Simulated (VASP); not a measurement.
Here is a VASP 6.6.1 calculation.

POSCAR

```
BTe3
1.0
    6.7482200100      0.0489483600      0.0638113300
   -3.3317202400      5.5695866200      0.0144051200
    0.0683738300      0.0572990100      7.1689246900
Te B
6 2
Direct
    0.3314510000      0.0090170000      0.2642600000
    0.3116690000      0.3178820000      0.7396320000
    0.9653690000      0.3069350000      0.2957470000
    0.6807150000      0.9970670000      0.7543130000
    0.6655760000      0.6528730000      0.2432170000
    0.9876230000      0.6725990000      0.7622760000
    0.3363050000      0.6546480000      0.2477410000
    0.6329230000      0.3326420000      0.7577970000
```

INCAR.step1

```
  PREC = Accurate
  ENCUT = 520
  ISMEAR = -1
  SIGMA = 0.0859
  LREAL = F
  LASPH = T
  NELM = 100
  NBANDS = 31
  GGA = PE
  ALGO = Normal
  EDIFF = 1E-4
  LWAVE = T
  LCHARG = F
```

INCAR.step2

```
  PREC = Accurate
  ENCUT = 520
  EDIFF = 1E-6
  ISMEAR = -1
  SIGMA = 0.0859
  LREAL = F
  LASPH = T
  NELM = 100
  ALGO = Normal
  ISIF = 2
  LWAVE = F
  LCHARG = F
  METAGGA = R2SCAN
  LMIXTAU = T
  NBANDS = 31
  ISTART = 1
```

File KPOINTS:

```
Automatic mesh
0
Gamma
  3 3 3
  0.5 0 0.5
```

Potentials or basis: VASP PAW PBE potentials, release 64 (Te, B).

The run is started by

```bash
$ cat potpaw_PBE.64/Te/POTCAR potpaw_PBE.64/B/POTCAR > POTCAR
$ cp INCAR.step1 INCAR
$ mpirun -np 1 vasp_std > vasp.out
$ cp INCAR.step2 INCAR
$ mpirun -np 1 vasp_std > vasp.out
```

Predict the largest force.

1.399 eV/Å.

What does it give for the pressure?

-5.6 GPa.

What does it give for the band gap on the k mesh?

Zero (bands 21 and 22 overlap by 0.48 eV).

Forces in eV/Å, atoms in the order of the input:
```
Te   0.701 -1.148 -0.113
Te   0.302  0.165  0.093
Te   0.906  0.889 -0.235
Te  -1.019  0.903 -0.031
Te  -1.121  0.021 -0.054
Te  -0.641 -0.893 -0.013
B   -0.521  0.195  0.386
B    1.393 -0.132 -0.033
```

Caveat: the k points lie up to 0.36 Å⁻¹ apart; the PAW data sets were made with another functional, which shifts forces and pressure a little; spin-orbit coupling is left out, which moves the levels of the heavy elements.
